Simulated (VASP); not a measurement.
Runs of VASP 6.6.1 on SnTe. The structure is that of space group Fm-3m (No. 225), or close to it. The cells are those of the table. 

```csv
cell,gap on the mesh (eV),pressure (GPa)
"a = 4.491, b = 4.491, c = 4.456 Å, angles 59.7, 59.7, 90.0°, 2 atoms",0.13,-0.6
"a = 4.402, b = 4.402, c = 4.425 Å, angles 60.2, 60.2, 90.0°, 2 atoms",0.23,(a)
"a = 4.491, b = 4.491, c = 4.468 Å, angles 59.8, 59.8, 90.0°, 2 atoms",(b),-0.9
"a = 4.536, b = 4.536, c = 4.490 Å, angles 59.7, 59.7, 90.0°, 2 atoms",0.07,-1.7
"a = 4.424, b = 4.424, c = 4.436 Å, angles 60.1, 60.1, 90.0°, 2 atoms",0.19,(c)
```

Alike in all rows: task single point; level PBEsol; potentials or basis VASP PAW PBE potentials, release 64 (Sn_d, Te); no spin polarisation; k mesh 10 × 10 × 10; cutoff (eV) 520; smearing gaussian 0.01 eV.

Q: Estimate the missing entries.

A: (a) 1.0; (b) 0.11; (c) 0.5.

Caveats: the PAW data sets were made with another functional, which shifts forces and pressure a little; spin-orbit coupling is left out, which moves the levels of the heavy elements.

A k mesh can miss the band edges, and the runs leave out spin-orbit coupling on Sn, Te.
